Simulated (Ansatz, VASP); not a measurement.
# Two plane-wave programs on CdH2O2

```
Cd H O
1.0
     3.57317    0.00000    0.00000
    -1.78658    3.09445    0.00000
     0.00000    0.00000    4.71911
Cd H O
1 2 2
Cartesian
  0.0000 0.0000 0.0000
  1.7866 1.0315 2.6000
  0.0000 2.0630 2.1191
  1.7866 1.0315 3.5836
  0.0000 2.0630 1.1355
```

Alike in both runs: task single point; functional r2SCAN; k mesh 6 × 6 × 4; no spin polarisation.

|  | VASP | Ansatz |
| --- | --- | --- |
| version | VASP 6.6.1 | Ansatz 0.2.0 |
| potentials or method | VASP PAW PBE potentials, release 64 (Cd, H, O), cutoff 520 eV | plane waves, PAW |
| occupations | gaussian, width 0.01 eV | fixed |
| valence electrons in the cell | 26 | 34 |

```csv
,VASP,Ansatz,Ansatz less VASP
pressure (GPa),-5.1,-5.9,-0.74
"traceless stress, the component that is largest in VASP (GPa)",-2.31,-2.77,-0.460
```

VASP's potentials were made for PBE, not for r2SCAN. VASP's potentials hold 26 valence electrons a cell and Ansatz's 34, so a difference there can come from the potentials and not from the codes.
